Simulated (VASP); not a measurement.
A run of VASP 6.6.1 is set up as follows.

File INCAR:

```
  PREC = Accurate
  ENCUT = 520
  EDIFF = 1E-8
  ISMEAR = -1
  SIGMA = 0.02
  LREAL = F
  LASPH = T
  NELM = 60
  ALGO = Normal
  ISIF = 2
  LWAVE = F
  LCHARG = F
  GGA = PE
  LEFG = T
  NBANDS = 16
```

KPOINTS

```
regular mesh
0
Gamma
  9 9 9
```

File POSCAR:

```
AgCl
1.0
    0.0000000000      2.8053350663      2.8053350663
    2.8053350663      0.0000000000      2.8053350663
    2.8053350663      2.8053350663      0.0000000000
Ag Cl
1 1
Direct
    0.0000000000      0.0000000000      0.0000000000
    0.5000000000      0.5000000000      0.5000000000
```

Potentials or basis: VASP PAW PBE potentials, release 64 (Ag, Cl).

Run with:

```console
$ cat potpaw_PBE.64/Ag/POTCAR potpaw_PBE.64/Cl/POTCAR > POTCAR
$ mpirun -np 1 vasp_std > vasp.out
```

(1) Estimate the pressure.

(2) Predict the band gap on the k mesh.

## Answers

(1) -0.1 GPa.

(2) 0.96 eV, indirect (least direct gap 3.03 eV).

Caveat: without QUAD_EFG the Cq values of the log hold for a quadrupole moment of 1 mb, not for the nuclei.
